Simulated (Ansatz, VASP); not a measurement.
## One calculation of TiH, two programs

```
CELL_PARAMETERS angstrom
0.00000 2.08698 2.08698
2.08698 0.00000 2.08698
2.08698 2.08698 0.00000
ATOMIC_POSITIONS crystal
Ti 0.00000 0.00000 0.00000
H 0.50000 0.50000 0.50000
```

Alike in both runs: functional r2SCAN; k mesh 14 × 14 × 14; occupations gaussian, width 0.1 eV; no spin polarisation.

Ansatz relaxed the structure, and its values are those at the end. VASP's run is a single point on that final structure, the one shown.

|  | VASP | Ansatz |
| --- | --- | --- |
| version | VASP 6.6.1 | Ansatz 0.2.0 |
| potentials or method | VASP PAW PBE potentials, release 64 (Ti_sv, H), cutoff 520 eV | scalar-relativistic, plane waves, PAW |
| valence electrons in the cell | 13 | 13 |

```tsv
	VASP	Ansatz	Ansatz less VASP
gap on the k mesh at the Fermi level (eV)	none	none	-
pressure (GPa)	0.6	0.0	-0.59
```

VASP's potentials were made for PBE, not for r2SCAN. A gap of «none» marks a metal or a gap that the smearing closes.
